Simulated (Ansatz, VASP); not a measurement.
**Sb in VASP and in Ansatz**

```xyz
1
Lattice="-1.5633 1.5633 1.5633 1.5633 -1.5633 1.5633 1.5633 1.5633 -1.5633" Properties=species:S:1:pos:R:3 pbc="T T T"
Sb    0.0000    0.0000    0.0000
```

Change from the starting cell: volume scaled by 0.6, PAW files.

Alike in both runs: task single point; functional LDA; k mesh 14 × 14 × 14; occupations fermi-dirac, width 0.08 eV; no spin polarisation.

```csv
,VASP,Ansatz
version,VASP 6.6.1,Ansatz 0.2.0
potentials or method,"VASP PAW LDA potentials, release 64 (Sb)","PAW with Ansatz's default frozen-core files, scalar-relativistic"
plane-wave cutoff (eV),520,420
valence electrons in the cell,5,15
```

Ansatz gave:

```
pressure (GPa) : 118.0
```

Problem. Estimate VASP's values.

Solution. Pressure (GPa): 122.4.

LDA's correlation is that of Perdew and Zunger in VASP and of Perdew and Wang (1992) in Ansatz. Both programs put the cell under a high pressure, so it lies far from rest at this level. VASP's potentials hold 5 valence electrons a cell and Ansatz's 15, so a difference there can come from the potentials and not from the codes.

Neither program's run includes spin-orbit coupling. Noted on VASP's run: the cell as given lies far from equilibrium.
